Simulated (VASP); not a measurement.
# Tl3Ge2H (P6/mmm) in VASP: notebook

The runs below take Tl3Ge2H through single point, with PBE.

All numbers are computed with VASP 6.6.1; they aren't measurements. Logs are shortened: lines on timing, memory, paths and dates and some standing lists are left out, and cuts for length are marked.

**1. The cell of the first run**

It takes space group P6/mmm (No. 191, hexagonal). The conventional cell has a = 6.098 Å, b = 6.098 Å, c = 5.452 Å, α = 90.00°, β = 90.00°, γ = 120.00°. Tl (site symmetry mmm) has 4 Tl at 3.05 Å and 2 H at 3.05 Å and 4 Ge at 3.32 Å within 4.0 Å. Ge (site symmetry 6mm) has 1 H at 1.32 Å within 1.8 Å. Within 1.8 Å of H (site symmetry 6/mmm) lie 2 Ge at 1.32 Å.

**2. Single point, PBE**

File INCAR:

```
SYSTEM = Tl3Ge2H
ALGO = Normal ; EDIFF = 1E-6
ENCUT = 520 ; GGA = PE
ISIF = 2 ; ISMEAR = 0
LASPH = .True. ; LCHARG = .False.
LREAL = .False. ; LWAVE = .False.
NBANDS = 43 ; NELM = 100
PREC = Accurate ; SIGMA = 0.1
```

File KPOINTS:

```
k-points
0
Gamma
  3 3 4
  0 0 0
```

File POSCAR:

```
Tl3Ge2H
1.0
    6.0977999900      0.0000000000      0.0000000000
   -3.0488999900      5.2808497000      0.0000000000
    0.0000000000      0.0000000000      5.4518332000
Tl Ge H
3 2 1
Direct
    0.5000000000      0.0000000000      0.0000000000
    0.0000000000      0.5000000000      0.0000000000
    0.5000000000      0.5000000000      0.0000000000
    0.0000000000      0.0000000000      0.2421188600
    0.0000000000      0.0000000000      0.7578811400
    0.0000000000      0.0000000000      0.0000000000
```

Potentials or basis: VASP PAW PBE potentials, release 64 (Tl_d, Ge_d, H).

Run with:

```console
> cat potpaw_PBE.64/Tl_d/POTCAR potpaw_PBE.64/Ge_d/POTCAR potpaw_PBE.64/H/POTCAR > POTCAR
> mpirun -np 1 vasp_std > vasp.out
```

OUTCAR:

```text
SYSTEM = Tl3Ge2H
   EDIFF = 1E-6
   ENCUT = 520
   GGA = PE
   ISIF = 2
   ISMEAR = 0
   LASPH = .True.
   LREAL = .False.
   NELM = 100
   PREC = Accurate

 ion  position               nearest neighbor table
   1  0.500  0.000  0.000-   3 3.05   3 3.05   2 3.05   2 3.05   4 3.32   4 3.32   5 3.32   5 3.32

   2  0.000  0.500  0.000-   3 3.05   3 3.05   1 3.05   1 3.05   4 3.32   5 3.32   4 3.32   5 3.32

   3  0.500  0.500  0.000-   1 3.05   1 3.05   2 3.05   2 3.05   4 3.32   5 3.32   4 3.32   5 3.32

   4  0.000  0.000  0.242-   6 1.32   5 2.64   5 2.81   2 3.32   2 3.32   1 3.32   1 3.32   3 3.32
                             3 3.32
   5  0.000  0.000  0.758-   6 1.32   4 2.64   4 2.81   2 3.32   2 3.32   1 3.32   1 3.32   3 3.32
                             3 3.32
   6  0.000  0.000  0.000-   4 1.32   5 1.32

  LATTYP: Found a hexagonal cell.
 ALAT       =     6.0977999900
 C/A-ratio  =     0.8940655989

  Lattice vectors:

 A1 = (   6.0977999900,   0.0000000000,   0.0000000000)
 A2 = (  -3.0488999900,   5.2808497000,   0.0000000000)
 A3 = (   0.0000000000,   0.0000000000,   5.4518332000)

Analysis of symmetry for initial positions (statically):
=====================================================================
 Subroutine PRICEL returns:
 Original cell was already a primitive cell.

 Routine SETGRP: Setting up the symmetry group for a
 hexagonal supercell.

 Subroutine GETGRP returns: Found 24 space group operations
 (whereof 24 operations were pure point group operations)
 out of a pool of 24 trial point group operations.

The static configuration has the point symmetry D_6h.

Analysis of symmetry for dynamics (positions and initial velocities):
=====================================================================
 Subroutine PRICEL returns:
 Original cell was already a primitive cell.

 Routine SETGRP: Setting up the symmetry group for a
 hexagonal supercell.

 Subroutine GETGRP returns: Found 24 space group operations
 (whereof 24 operations were pure point group operations)
 out of a pool of 24 trial point group operations.

The dynamic configuration has the point symmetry D_6h.

 Subroutine INISYM returns: Found 24 space group operations
 (whereof 24 operations are pure point group operations),
 and found     1 'primitive' translations

----------------------------------------------------------------------------------------

                                     Primitive cell

  volume of cell :     175.5576

  direct lattice vectors                    reciprocal lattice vectors
     6.097799990  0.000000000  0.000000000     0.163993572  0.094681733  0.000000000
    -3.048899990  5.280849700  0.000000000     0.000000000  0.189363466  0.000000000
     0.000000000  0.000000000  5.451833200     0.000000000  0.000000000  0.183424541

  length of vectors
     6.097799990  6.097799989  5.451833200     0.189363465  0.189363466  0.183424541

  position of ions in fractional coordinates (direct lattice)
     0.500000000  0.000000000  0.000000000
     1.000000000  0.500000000  0.000000000
     0.500000000  0.500000000  0.000000000
     0.000000000  0.000000000  0.242118860
     0.000000000  0.000000000  0.757881140
     0.000000000  0.000000000  0.000000000

  ion indices of the primitive-cell ions
   primitive index   ion index
                 1           1
                 2           2
                 3           3
                 4           4
                 5           5
                 6           6

----------------------------------------------------------------------------------------

 KPOINTS: k-points

Automatic generation of k-mesh.
 Grid dimensions read from file:
 generate k-points for:    3    3    4

 Generating k-lattice:

  Cartesian coordinates                     Fractional coordinates (reciprocal lattice)
     0.054664524  0.031560578  0.000000000     0.333333333  0.000000000  0.000000000
     0.000000000  0.063121155  0.000000000     0.000000000  0.333333333  0.000000000
     0.000000000  0.000000000  0.045856135     0.000000000  0.000000000  0.250000000

  Length of vectors
     0.063121155  0.063121155  0.045856135

  Shift w.r.t. Gamma in fractional coordinates (k-lattice)
     0.000000000  0.000000000  0.000000000

 Subroutine IBZKPT returns following result:
 ===========================================

 Found      9 irreducible k-points:

 Following reciprocal coordinates:
            Coordinates               Weight
  0.000000  0.000000  0.000000      1.000000
  0.333333 -0.000000  0.000000      6.000000
  0.333333  0.333333  0.000000      2.000000
  0.000000  0.000000  0.250000      2.000000
  0.333333 -0.000000  0.250000     12.000000
  0.333333  0.333333  0.250000      4.000000
  0.000000  0.000000  0.500000      1.000000
  0.333333 -0.000000  0.500000      6.000000
  0.333333  0.333333  0.500000      2.000000
   k-points           NKPTS =      9   k-points in BZ     NKDIM =      9   number of bands    NBANDS=     43
   number of dos      NEDOS =    301   number of ions     NIONS =      6
   total plane-waves  NPLWV =  96768
   dimension x,y,z NGX =    48 NGY =   48 NGZ =   42
   dimension x,y,z NGXF=    96 NGYF=   96 NGZF=   84
   ions per type =               3   2   1
   NGX,Y,Z   is equivalent  to a cutoff of  13.09, 13.09, 12.81 a.u.
   NGXF,Y,Z  is equivalent  to a cutoff of  26.17, 26.17, 25.61 a.u.
 SYSTEM =  Tl3Ge2H
   PREC   = accura    normal or accurate (medium, high low for compatibility)
   ISTART =      0    job   : 0-new  1-cont  2-samecut
   ICHARG =      2    charge: 1-file 2-atom 10-const
   ISPIN  =      1    spin polarized calculation?
   LNONCOLLINEAR =      F non collinear calculations
   LSORBIT =      F    spin-orbit coupling
   LASPH  =      T    aspherical Exc in radial PAW
   ENCUT  =  520.0 eV  38.22 Ry    6.18 a.u.  11.34 11.34 10.14*2*pi/ulx,y,z
   NELM   =    100;   NELMIN=  2; NELMDL= -5     # of ELM steps
   EDIFF  = 0.1E-05   stopping-criterion for ELM
   LREAL  =      F    real-space projection
   EDIFFG = 0.1E-04   stopping-criterion for IOM
   NSW    =      0    number of steps for IOM
   IBRION =     -1    ionic relax: 0-MD 1-quasi-New 2-CG
   NFREE  =      0    steps in history (QN), initial steepest desc. (CG)
   ISIF   =      2    stress and relaxation
   ISYM   =      2    0-nonsym 1-usesym 2-fastsym
   POTIM  = 0.5000    time-step for ionic-motion
   TEBEG  =    0.0;   TEEND  =   0.0 temperature during run
   PSTRESS=    0.0 pullay stress
   NELECT =      68.0000    total number of electrons
   NUPDOWN=      -1.0000    fix difference up-down
   EMIN   =  10.00;   EMAX   =-10.00  energy-range for DOS
   EFERMI =   0.00;   METHOD = LEGACY
   ISMEAR =     0;   SIGMA  =   0.10  broadening in eV -4-tet -1-fermi 0-gaus
   EFERMI_NEDOS =   21; number of points for ismear=-14 and -15
   IALGO  =     38    algorithm
   IMIX   =      4    mixing-type and parameters
     AMIX     =   0.40;   BMIX     =  1.00
     AMIX_MAG =   1.60;   BMIX_MAG =  1.00
  volume/ion in A,a.u.               =      29.26       197.45
  Fermi-wavevector in a.u.,A,eV,Ry     =   1.193359  2.255122 19.376150  1.424107
  Thomas-Fermi vector in A             =   2.329376
   LORBIT       =      0    0 simple, 1 ext, 2 COOP (PROOUT), +10 PAW based schemes
   GGA     = PE    functional components
   LHFCALC =     F    Hartree Fock is set to
   AEXX    =    0.0000 exact exchange contribution
   IVDW    =     0    specifies the selected vdW correction
   LEPSILON=     F    determine dielectric tensor
   LRPA    =     F    only Hartree local field effects (RPA)
 non-spin polarized calculation
 Gauss-broadening in eV      SIGMA  =   0.10
  energy-cutoff  :      520.00
  volume of cell :      175.56
 maximum number of plane-waves:      4752
 NGX is ok and might be reduce to    48
   NGX = 23   NGY = 23   NGZ = 21

 number of electron      67.9999995 magnetization

 Free energy of the ion-electron system (eV)
  ---------------------------------------------------
  ext. energy  EPLUGINS =         0.00000000
  ---------------------------------------------------
  free energy    TOTEN  =       -13.46066984 eV

  energy without entropy =      -13.43466721  energy(sigma->0) =      -13.44766852

 E-fermi :   3.2825     XC(G=0):  -8.4969

 val. band max:        3.2253104700   @ k =   0.3333  -0.0000   0.5000
 cond. band min:       3.2875525122   @ k =   0.3333  -0.0000   0.5000
 fundamental gap:      0.0622420423
 Fermi energy:         3.2824503218

 k-point     1 :       0.0000    0.0000    0.0000
  band No.  band energies     occupation
      1     -21.5548      2.00000
      2     -21.1421      2.00000
      3     -21.1421      2.00000
      4     -21.0974      2.00000
      5     -21.0593      2.00000
      6     -21.0593      2.00000
[... 35 lines left out ...]
     42       7.5998      0.00000
     43      10.4857      0.00000

 k-point     2 :       0.3333   -0.0000    0.0000
  band No.  band energies     occupation
      1     -21.5548      2.00000
      2     -21.1423      2.00000
      3     -21.1422      2.00000
      4     -21.0974      2.00000
      5     -21.0592      2.00000
      6     -21.0591      2.00000
[... 35 lines left out ...]
     42       8.6365      0.00000
     43       8.7298      0.00000

 k-point     3 :       0.3333    0.3333    0.0000
  band No.  band energies     occupation
      1     -21.5548      2.00000
      2     -21.1423      2.00000
      3     -21.1423      2.00000
      4     -21.0974      2.00000
      5     -21.0591      2.00000
      6     -21.0591      2.00000
[... 35 lines left out ...]
     42       8.0903      0.00000
     43       8.0903      0.00000

 k-point     4 :       0.0000    0.0000    0.2500
  band No.  band energies     occupation
      1     -21.5224      2.00000
      2     -21.1321      2.00000
      3     -21.1321      2.00000
      4     -21.1306      2.00000
      5     -21.0658      2.00000
      6     -21.0658      2.00000
[... 35 lines left out ...]
     42       8.4400      0.00000
     43       9.3824      0.00000

 k-point     5 :       0.3333   -0.0000    0.2500
  band No.  band energies     occupation
      1     -21.5224      2.00000
      2     -21.1323      2.00000
      3     -21.1322      2.00000
      4     -21.1306      2.00000
      5     -21.0658      2.00000
      6     -21.0658      2.00000
[... 35 lines left out ...]
     42       8.3239      0.00000
     43       8.8958      0.00000

 k-point     6 :       0.3333    0.3333    0.2500
  band No.  band energies     occupation
      1     -21.5224      2.00000
      2     -21.1323      2.00000
      3     -21.1323      2.00000
      4     -21.1306      2.00000
      5     -21.0658      2.00000
      6     -21.0658      2.00000
[... 35 lines left out ...]
     42       8.7125      0.00000
     43       9.0875      0.00000

 k-point     7 :       0.0000    0.0000    0.5000
  band No.  band energies     occupation
      1     -21.4833      2.00000
      2     -21.1705      2.00000
      3     -21.1173      2.00000
      4     -21.1173      2.00000
      5     -21.0809      2.00000
      6     -21.0809      2.00000
[... 35 lines left out ...]
     42       8.9713      0.00000
     43       9.1762      0.00000

 k-point     8 :       0.3333   -0.0000    0.5000
  band No.  band energies     occupation
      1     -21.4833      2.00000
      2     -21.1705      2.00000
      3     -21.1174      2.00000
      4     -21.1173      2.00000
      5     -21.0809      2.00000
      6     -21.0809      2.00000
[... 35 lines left out ...]
     42       7.5817      0.00000
     43      10.6941      0.00000

 k-point     9 :       0.3333    0.3333    0.5000
  band No.  band energies     occupation
      1     -21.4833      2.00000
      2     -21.1705      2.00000
      3     -21.1174      2.00000
      4     -21.1174      2.00000
      5     -21.0809      2.00000
      6     -21.0809      2.00000
[... 35 lines left out ...]
     42       6.9426      0.00000
     43       9.5009      0.00000

------------------------ aborting loop because EDIFF is reached ----------------------------------------

  FORCE on cell =-STRESS in cart. coord.  units (eV):
  Direction    XX          YY          ZZ          XY          YZ          ZX
  --------------------------------------------------------------------------------------
  -------------------------------------------------------------------------------------
  Total        5.5831887      5.5831887     20.1380666      0.0000000     -0.0000000      0.0000000
  in kB       50.9534205     50.9534206    183.7844711      0.0000000     -0.0000000      0.0000000
  external PRESSURE =      95.2304374 kB  Pullay stress =       0.0000000 kB

 VOLUME and BASIS-vectors are now :
 -----------------------------------------------------------------------------
  energy-cutoff  :      520.00
  volume of cell :      175.56
      direct lattice vectors                 reciprocal lattice vectors
     6.097799990  0.000000000  0.000000000     0.163993572  0.094681733  0.000000000
    -3.048899990  5.280849700  0.000000000     0.000000000  0.189363466  0.000000000
     0.000000000  0.000000000  5.451833200     0.000000000  0.000000000  0.183424541

 POSITION                                       TOTAL-FORCE (eV/Angst)
 -----------------------------------------------------------------------------------
      3.04890      0.00000      0.00000         0.000000     -0.000000      0.000000
     -1.52445      2.64042      0.00000         0.000000     -0.000000      0.000000
      1.52445      2.64042      0.00000         0.000000     -0.000000      0.000000
      0.00000      0.00000      1.31999         0.000000     -0.000000      6.907642
      0.00000      0.00000      4.13184        -0.000000      0.000000     -6.907642
      0.00000      0.00000      0.00000         0.000000     -0.000000      0.000000
 -----------------------------------------------------------------------------------
    total drift:                               -0.000000      0.000000      0.000000

  FREE ENERGIE OF THE ION-ELECTRON SYSTEM (eV)
  ---------------------------------------------------
  free  energy   TOTEN  =       -13.4606698370 eV

  energy  without entropy=      -13.4346672113  energy(sigma->0) =      -13.44766852
```

It took 68 s on 1 thread of AMD EPYC 7R43 (Zen 3), shared host; peak memory 0.29 GiB.

What came out:

- Free energy: -13.4607 eV
- Pressure: 9.5 GPa
- Largest force: 6.908 eV/Å
- Band gap on the k mesh: zero (band 34 reaches 3.61 eV, above the bottom of band 35 at 3.08 eV)

Forces on the atoms (eV/Å):
```
Tl   0.000  0.000  0.000
Tl   0.000  0.000  0.000
Tl   0.000  0.000  0.000
Ge   0.000  0.000  6.908
Ge   0.000  0.000 -6.908
H    0.000  0.000  0.000
```

Caveat: the k points lie up to 0.40 Å⁻¹ apart; spin-orbit coupling is left out, which moves the levels of the heavy elements; forces of over 1 eV/Å act on the atoms, so gaps and moduli don't describe the material at rest.

(Part 1 of 2 ends here.)
